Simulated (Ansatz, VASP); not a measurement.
## Au: VASP beside Ansatz

The input INCAR:

```
  PREC = Accurate
  ENCUT = 520
  EDIFF = 1E-6
  ISMEAR = 1
  SIGMA = 1.0
  LREAL = F
  LASPH = T
  NELM = 100
  ALGO = Normal
  ISIF = 2
  LWAVE = F
  LCHARG = F
  NBANDS = 12
```

Contents of KPOINTS:

```
Automatic mesh
0
Gamma
  13 13 13
```

Contents of POSCAR:

```
Au
1.0
    0.0000000000      2.0229622709      2.0229622709
    2.0229622709      0.0000000000      2.0229622709
    2.0229622709      2.0229622709      0.0000000000
Au
1
Direct
    0.0000000000      0.0000000000      0.0000000000
```

Input for Ansatz:

```yaml
crystal:
  lattice:
    - [0.0, 2.0229622709, 2.0229622709]
    - [2.0229622709, 0.0, 2.0229622709]
    - [2.0229622709, 2.0229622709, 0.0]
  atoms:
    - { symbol: Au, position: [0.0, 0.0, 0.0] }
hamiltonian:
  xc: lda
  pseudopotentials:
    kind: paw
    azcp:
      Au: "pseudopotentials/Au.paw.azcp"
basis:
  ecutwfc: 420
  fft_grid_basis: typed
kpoints:
  mp_grid: { grid: [13, 13, 13], shift: [0, 0, 0] }
magnetization:
  spin_polarized: false
scf:
  occupations: { method: methfessel_paxton, width: 1.0 }
  lower_state_search: "off"
output:
  stress: true
  write_density: true
  write_potential: true
  elf: true
  volumetric_format: npy
```

Alike in both runs: task single point; functional LDA; k mesh 13 × 13 × 13; occupations methfessel-paxton of order 1, width 1 eV; no spin polarisation.

|  | VASP | Ansatz |
| --- | --- | --- |
| version | VASP 6.6.1 | Ansatz 0.2.0 |
| potentials or method | VASP PAW LDA potentials, release 64 (Au), cutoff 520 eV | plane waves (420 eV) with PAW, scalar-relativistic |
| valence electrons in the cell | 11 | 19 |

```tsv
	VASP	Ansatz	Ansatz less VASP
pressure (GPa)	0.6	0.1	-0.52
```

Ansatz warns that its potentials were made for another functional, while VASP's fit it. LDA's correlation is that of Perdew and Zunger in VASP and of Perdew and Wang (1992) in Ansatz. VASP's potentials hold 11 valence electrons a cell and Ansatz's 19, so a difference there can come from the potentials and not from the codes.

Neither program's run includes spin-orbit coupling.
